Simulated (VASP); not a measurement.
A run of VASP 6.6.1:

File INCAR:

```
AGGAC = 1.0
AGGAX = 1.0
ALDAC = 0.0
ALDAX = 1.0
ALGO = Normal
EDIFF = 1E-6
EDIFFG = -0.01
ENCUT = 600
GGA = B5
IBRION = 2
ISIF = 3
ISMEAR = -1
LASPH = T
LCHARG = F
LREAL = F
LWAVE = F
NELM = 60
NSW = 80
PREC = Accurate
SIGMA = 0.1
```

KPOINTS

```
k-points
0
Gamma
  10 10 10
```

POSCAR

```
Ca
1.0
   -2.2177580097      2.2177580097      2.2177580097
    2.2177580097     -2.2177580097      2.2177580097
    2.2177580097      2.2177580097     -2.2177580097
Ca
1
Direct
    0.0000000000      0.0000000000      0.0000000000
```

Potentials or basis: VASP PAW PBE potentials, release 64 (Ca_sv).

The run is started by

```bash
$ cat potpaw_PBE.64/Ca_sv/POTCAR > POTCAR
$ mpirun -np 1 vasp_std > vasp.out
```

Hardware: 1 thread of AMD EPYC 9R45 96-Core Processor (Zen 5), on a shared host.

Q: How long does it take, and how much memory?

A: Wall time 50 s on 1 thread of AMD EPYC 9R45 96-Core Processor (Zen 5) (shared host), peak memory 0.16 GiB. Counts: scf iterations 29, k points 47, ion steps 3.
